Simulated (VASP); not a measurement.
# TiAl (Cmmm) in VASP: notebook

TiAl is run at these levels: PBEsol; tasks: single point.

All numbers are computed with VASP 6.6.1; they aren't measurements. Logs are shortened: lines on timing, memory, paths and dates and some standing lists are left out, and cuts for length are marked.

**1. The cell of the first run**

Symmetry: Cmmm, No. 65, orthorhombic system. Conventional cell: a = 4.451 Å, b = 4.541 Å, c = 3.179 Å, α = 90.00°, β = 90.00°, γ = 90.00°. Within 3.6 Å of Ti (site symmetry mmm) lie 8 Al at 2.73 to 2.77 Å and 6 Ti at 3.18 Å. Al (site symmetry mmm) has 8 Ti at 2.73 to 2.77 Å and 6 Al at 3.18 Å within 3.6 Å.

**2. Single point, PBEsol (strain -0.0200 x Voigt [0, 0, 0, 0, 0, 1])**

INCAR reads:

```
PREC = Accurate ; ENCUT = 520
EDIFF = 1E-6 ; ISMEAR = 0
SIGMA = 0.15 ; LREAL = F
LASPH = T ; NELM = 80
ALGO = Fast ; ISIF = 2
LWAVE = F ; LCHARG = F
GGA = PS ; NBANDS = 14
```

KPOINTS reads:

```
regular mesh
0
Gamma
  16 16 16
```

POSCAR reads:

```
TiAl
1.0
    3.1790640000     -0.0317906400      0.0000000000
   -0.0317906400      3.1790640000      0.0000000000
    0.0000000000      0.0000000000      3.1790640000
Ti Al
1 1
Direct
    0.0000000000      0.0000000000      0.0000000000
    0.5000000000      0.5000000000      0.5000000000
```

Potentials or basis: VASP PAW PBE potentials, release 64 (Ti_sv, Al).

Started as:

```bash
$ cat potpaw_PBE.64/Ti_sv/POTCAR potpaw_PBE.64/Al/POTCAR > POTCAR
$ mpirun -np 1 vasp_std > vasp.out
```

OUTCAR:

```text
PREC = Accurate
   ENCUT = 520
   EDIFF = 1E-6
   ISMEAR = 0
   LREAL = F
   LASPH = T
   NELM = 80
   ISIF = 2
   GGA = PS

 ion  position               nearest neighbor table
   1  0.000  0.000  0.000-   2 2.73   2 2.73   2 2.73   2 2.73   2 2.77   2 2.77   2 2.77   2 2.77

   2  0.500  0.500  0.500-   1 2.73   1 2.73   1 2.73   1 2.73   1 2.77   1 2.77   1 2.77   1 2.77

  LATTYP: Found a base centered orthorhombic cell.
 ALAT       =     4.4509166702
 B/A-ratio  =     1.0202020202
 C/A-ratio  =     0.7142492739

  Lattice vectors:

 A1 = (   3.1790640000,  -0.0317906400,   0.0000000000)
 A2 = (  -0.0317906400,   3.1790640000,   0.0000000000)
 A3 = (   0.0000000000,   0.0000000000,   3.1790640000)

Analysis of symmetry for initial positions (statically):
=====================================================================
 Subroutine PRICEL returns:
 Original cell was already a primitive cell.

 Routine SETGRP: Setting up the symmetry group for a
 base centered orthorhombic supercell.

 Subroutine GETGRP returns: Found  8 space group operations
 (whereof  8 operations were pure point group operations)
 out of a pool of  8 trial point group operations.

The static configuration has the point symmetry D_2h.

Analysis of symmetry for dynamics (positions and initial velocities):
=====================================================================
 Subroutine PRICEL returns:
 Original cell was already a primitive cell.

 Routine SETGRP: Setting up the symmetry group for a
 base centered orthorhombic supercell.

 Subroutine GETGRP returns: Found  8 space group operations
 (whereof  8 operations were pure point group operations)
 out of a pool of  8 trial point group operations.

The dynamic configuration has the point symmetry D_2h.

 Subroutine INISYM returns: Found  8 space group operations
 (whereof  8 operations are pure point group operations),
 and found     1 'primitive' translations

----------------------------------------------------------------------------------------

                                     Primitive cell

  volume of cell :      32.1258

  direct lattice vectors                    reciprocal lattice vectors
     3.179064000 -0.031790640  0.000000000     0.314589455  0.003145895  0.000000000
    -0.031790640  3.179064000  0.000000000     0.003145895  0.314589455  0.000000000
     0.000000000  0.000000000  3.179064000     0.000000000  0.000000000  0.314557996

  length of vectors
     3.179222949  3.179222949  3.179064000     0.314605184  0.314605184  0.314557996

  position of ions in fractional coordinates (direct lattice)
     0.000000000  0.000000000  0.000000000
     0.500000000  0.500000000  0.500000000

  ion indices of the primitive-cell ions
   primitive index   ion index
                 1           1
                 2           2

----------------------------------------------------------------------------------------

 KPOINTS: regular mesh

Automatic generation of k-mesh.
 Grid dimensions read from file:
 generate k-points for:   16   16   16

 Generating k-lattice:

  Cartesian coordinates                     Fractional coordinates (reciprocal lattice)
     0.019661841  0.000196618  0.000000000     0.062500000 -0.000000000  0.000000000
     0.000196618  0.019661841  0.000000000    -0.000000000  0.062500000  0.000000000
     0.000000000  0.000000000  0.019659875     0.000000000  0.000000000  0.062500000

  Length of vectors
     0.019662824  0.019662824  0.019659875

  Shift w.r.t. Gamma in fractional coordinates (k-lattice)
     0.000000000  0.000000000  0.000000000

 Subroutine IBZKPT returns following result:
 ===========================================

 Found    657 irreducible k-points:

 Following reciprocal coordinates:
            Coordinates               Weight
  0.000000  0.000000  0.000000      1.000000
  0.062500  0.000000  0.000000      4.000000
  0.125000  0.000000  0.000000      4.000000
  0.187500  0.000000  0.000000      4.000000
  0.250000  0.000000  0.000000      4.000000
  0.312500  0.000000  0.000000      4.000000
[... 16 lines left out ...]
 -0.125000  0.062500  0.000000      4.000000
 -0.062500  0.062500  0.000000      2.000000
 [... further k-points ...]
   k-points           NKPTS =    657   k-points in BZ     NKDIM =    657   number of bands    NBANDS=     14
   number of dos      NEDOS =    301   number of ions     NIONS =      2
   total plane-waves  NPLWV =  13824
   dimension x,y,z NGX =    24 NGY =   24 NGZ =   24
   dimension x,y,z NGXF=    48 NGYF=   48 NGZF=   48
   ions per type =               1   1
   NGX,Y,Z   is equivalent  to a cutoff of  12.55, 12.55, 12.55 a.u.
   NGXF,Y,Z  is equivalent  to a cutoff of  25.10, 25.10, 25.10 a.u.
 SYSTEM =  unknown system
   PREC   = accura    normal or accurate (medium, high low for compatibility)
   ISTART =      0    job   : 0-new  1-cont  2-samecut
   ICHARG =      2    charge: 1-file 2-atom 10-const
   ISPIN  =      1    spin polarized calculation?
   LNONCOLLINEAR =      F non collinear calculations
   LSORBIT =      F    spin-orbit coupling
   LASPH  =      T    aspherical Exc in radial PAW
   ENCUT  =  520.0 eV  38.22 Ry    6.18 a.u.   5.91  5.91  5.91*2*pi/ulx,y,z
   NELM   =     80;   NELMIN=  2; NELMDL= -5     # of ELM steps
   EDIFF  = 0.1E-05   stopping-criterion for ELM
   LREAL  =      F    real-space projection
   EDIFFG = 0.1E-04   stopping-criterion for IOM
   NSW    =      0    number of steps for IOM
   IBRION =     -1    ionic relax: 0-MD 1-quasi-New 2-CG
   NFREE  =      0    steps in history (QN), initial steepest desc. (CG)
   ISIF   =      2    stress and relaxation
   ISYM   =      2    0-nonsym 1-usesym 2-fastsym
   POTIM  = 0.5000    time-step for ionic-motion
   TEBEG  =    0.0;   TEEND  =   0.0 temperature during run
   PSTRESS=    0.0 pullay stress
   NELECT =      15.0000    total number of electrons
   NUPDOWN=      -1.0000    fix difference up-down
   EMIN   =  10.00;   EMAX   =-10.00  energy-range for DOS
   EFERMI =   0.00;   METHOD = LEGACY
   ISMEAR =     0;   SIGMA  =   0.15  broadening in eV -4-tet -1-fermi 0-gaus
   EFERMI_NEDOS =   21; number of points for ismear=-14 and -15
   IALGO  =     68    algorithm
   IMIX   =      4    mixing-type and parameters
     AMIX     =   0.40;   BMIX     =  1.00
     AMIX_MAG =   1.60;   BMIX_MAG =  1.00
  volume/ion in A,a.u.               =      16.06       108.40
  Fermi-wavevector in a.u.,A,eV,Ry     =   1.270049  2.400044 21.946528  1.613024
  Thomas-Fermi vector in A             =   2.403057
   LORBIT       =      0    0 simple, 1 ext, 2 COOP (PROOUT), +10 PAW based schemes
   GGA     = PS    functional components
   LHFCALC =     F    Hartree Fock is set to
   AEXX    =    0.0000 exact exchange contribution
   IVDW    =     0    specifies the selected vdW correction
   LEPSILON=     F    determine dielectric tensor
   LRPA    =     F    only Hartree local field effects (RPA)
 non-spin polarized calculation
 RMM-DIIS sequential band-by-band and
 Gauss-broadening in eV      SIGMA  =   0.15
  energy-cutoff  :      520.00
  volume of cell :       32.13
 maximum number of plane-waves:       890
   NGX = 11   NGY = 11   NGZ = 11

 number of electron      14.9999992 magnetization

 Free energy of the ion-electron system (eV)
  ---------------------------------------------------
  ext. energy  EPLUGINS =         0.00000000
  ---------------------------------------------------
  free energy    TOTEN  =       -12.97321658 eV

  energy without entropy =      -12.94469556  energy(sigma->0) =      -12.95895607

 E-fermi :   8.6711     XC(G=0): -11.1899

 val. band max:        8.6709756780   @ k =  -0.3125   0.3125   0.1250
 cond. band min:       8.6740607082   @ k =   0.1250   0.1250   0.3750
 fundamental gap:      0.0030850302
 Fermi energy:         8.6711242504

 k-point     1 :       0.0000    0.0000    0.0000
  band No.  band energies     occupation
      1     -47.9888      2.00000
      2     -24.2989      2.00000
      3     -24.2904      2.00000
      4     -24.2825      2.00000
      5      -0.5803      2.00000
      6       7.2396      2.00000
      7       7.2424      2.00000
      8      10.4232      0.00000
      9      10.4591      0.00000
     10      10.5031      0.00000
     11      13.0643      0.00000
     12      13.0942      0.00000
     13      13.1314      0.00000
     14      17.5251      0.00000

 k-point     2 :       0.0625    0.0000    0.0000
  band No.  band energies     occupation
      1     -47.9883      2.00000
      2     -24.3027      2.00000
      3     -24.2898      2.00000
      4     -24.2848      2.00000
      5      -0.5178      2.00000
      6       7.2112      2.00000
      7       7.2684      2.00000
      8      10.3396      0.00000
      9      10.3484      0.00000
     10      10.4830      0.00000
     11      12.8202      0.00000
     12      13.2511      0.00000
     13      13.2580      0.00000
     14      17.4422      0.00000

 k-point     3 :       0.1250    0.0000    0.0000
  band No.  band energies     occupation
      1     -47.9866      2.00000
      2     -24.3186      2.00000
      3     -24.2881      2.00000
      4     -24.2863      2.00000
      5      -0.3317      2.00000
      6       7.0913      2.00000
      7       7.3503      2.00000
      8      10.0785      0.00000
      9      10.0802      0.00000
     10      10.4962      0.00000
     11      12.2440      0.00000
     12      13.6587      0.00000
     13      13.6626      0.00000
     14      17.1983      0.00000
[... 324 lines left out ...]
 k-point    23 :      -0.1250    0.0625    0.0000
  band No.  band energies     occupation
      1     -47.9860      2.00000
      2     -24.3180      2.00000
      3     -24.2927      2.00000
      4     -24.2875      2.00000
      5      -0.2759      2.00000
      6       7.1243      2.00000
      7       7.3375      2.00000
      8       9.9284      0.00000
      9      10.0927      0.00000
     10      10.4036      0.00000
     11      12.3835      0.00000
     12      13.4134      0.00000
     13      13.7810      0.00000
     14      17.3593      0.00000

 k-point    24 :      -0.0625    0.0625    0.0000
  band No.  band energies     occupation
      1     -47.9877      2.00000
      2     -24.3045      2.00000
      3     -24.2892      2.00000
      4     -24.2890      2.00000
      5      -0.4584      2.00000
      6       7.2219      2.00000
      7       7.2648      2.00000
      8      10.2163      0.00000
      9      10.3488      0.00000
     10      10.3798      0.00000
     11      12.8946      0.00000
     12      13.0891      0.00000
     13      13.3939      0.00000
     14      17.5344      0.00000

 [... further k-points ...]

------------------------ aborting loop because EDIFF is reached ----------------------------------------

  FORCE on cell =-STRESS in cart. coord.  units (eV):
  Direction    XX          YY          ZZ          XY          YZ          ZX
  --------------------------------------------------------------------------------------
  -------------------------------------------------------------------------------------
  Total       -0.4645457     -0.4645457     -0.4518488      0.2745253      0.0000000      0.0000000
  in kB      -23.1677896    -23.1677896    -22.5345753     13.6911084      0.0000000      0.0000000
  external PRESSURE =     -22.9567181 kB  Pullay stress =       0.0000000 kB

 VOLUME and BASIS-vectors are now :
 -----------------------------------------------------------------------------
  energy-cutoff  :      520.00
  volume of cell :       32.13
      direct lattice vectors                 reciprocal lattice vectors
     3.179064000 -0.031790640  0.000000000     0.314589455  0.003145895  0.000000000
    -0.031790640  3.179064000  0.000000000     0.003145895  0.314589455  0.000000000
     0.000000000  0.000000000  3.179064000     0.000000000  0.000000000  0.314557996

 POSITION                                       TOTAL-FORCE (eV/Angst)
 -----------------------------------------------------------------------------------
      0.00000      0.00000      0.00000         0.000000      0.000000      0.000000
      1.57364      1.57364      1.58953        -0.000000      0.000000      0.000000
 -----------------------------------------------------------------------------------
    total drift:                                0.000000      0.000000      0.000000

  FREE ENERGIE OF THE ION-ELECTRON SYSTEM (eV)
  ---------------------------------------------------
  free  energy   TOTEN  =       -12.9732165839 eV

  energy  without entropy=      -12.9446955567  energy(sigma->0) =      -12.95895607
```

Run time: 3.3 min. Hardware: 1 thread of Intel Xeon Platinum 8375C at 2.90GHz (Ice Lake), shared host; peak memory 0.4 GiB.

Results:

```yaml
Free_energy: -12.9732 eV
Pressure: -2.3 GPa
```

Stress tensor (GPa, compression positive):
```
-2.32  1.37  0.00
 1.37 -2.32  0.00
 0.00  0.00 -2.25
```

Caveat: the cell differs from its parent crystal (strain -0.0200 x Voigt [0, 0, 0, 0, 0, 1]); the PAW data sets were made with another functional, which shifts forces and pressure a little.

(Continued in part 2 of 2.)
